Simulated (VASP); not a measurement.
Set up this calculation in VASP 6.6.1, as the native input.

| Property | Result |
| --- | --- |
| Task | relaxation of cell and atoms |
| Functional | PBE |
| Potentials or basis | VASP PAW PBE potentials, release 64 (F, Se) |
| Cutoff | 600 eV |
| k mesh | 6 × 6 × 6 |
| Occupations | fermi-dirac, width 0.0132 eV |
| Spin | no spin polarisation |
| Dipole correction | no |
| Further INCAR settings | ALGO = Normal; EDIFF = 1e-07; IBRION = 2; EDIFFG = -0.01; NSW = 60; ISIF = 3 |

The structure of SeF lies in POSCAR:

```
SeF
1.0
    0.0000000000      2.5253680000      2.5253680000
    2.5253680000      0.0000000000      2.5253680000
    2.5253680000      2.5253680000      0.0000000000
F Se
1 1
Direct
    0.0000000000      0.0000000000      0.0000000000
    0.5000000000      0.5000000000      0.5000000000
```

These files were run (other wordings do the same):

INCAR

```
ALGO = Normal
EDIFF = 1E-7
EDIFFG = -0.01
ENCUT = 600
GGA = PE
GGA_COMPAT = F
IBRION = 2
ISIF = 3
ISMEAR = -1
LASPH = T
LCHARG = F
LREAL = F
LWAVE = F
NELM = 120
NELMIN = 4
NSW = 60
PREC = Accurate
SIGMA = 0.0132
```

KPOINTS

```
k-points
0
Gamma
  6 6 6
```

Potentials or basis: VASP PAW PBE potentials, release 64 (F, Se).

The run is started by

```sh
$ cat potpaw_PBE.64/F/POTCAR potpaw_PBE.64/Se/POTCAR > POTCAR
$ mpirun -np 1 vasp_std > vasp.out
```

Results of the run:

```
Relaxed volume                        : 17.52 Å³/atom
Relaxed cell                          : a = 3.673 Å, b = 3.673 Å, c = 3.673 Å, α = 60.00°, β = 60.00°, γ = 60.00°
Space group after relaxing (to 0.1 Å) : Fm-3m (No. 225)
Energy gained by relaxing             : 25.9 meV/atom
Ionic steps                           : 3
Pressure after relaxing               : 0.1 GPa
Band gap on the k mesh                : zero (an odd number of electrons rules out a gap without spin polarisation)
```

Caveat: an odd number of electrons without spin polarisation forces a metal; a magnetic or distorted state may lie lower.

Run time: 25 s on 1 thread of Intel(R) Xeon(R) Platinum 8259CL CPU @ 2.50GHz (Skylake/Cascade Lake), with other jobs on the host, peak memory 0.17 GiB.
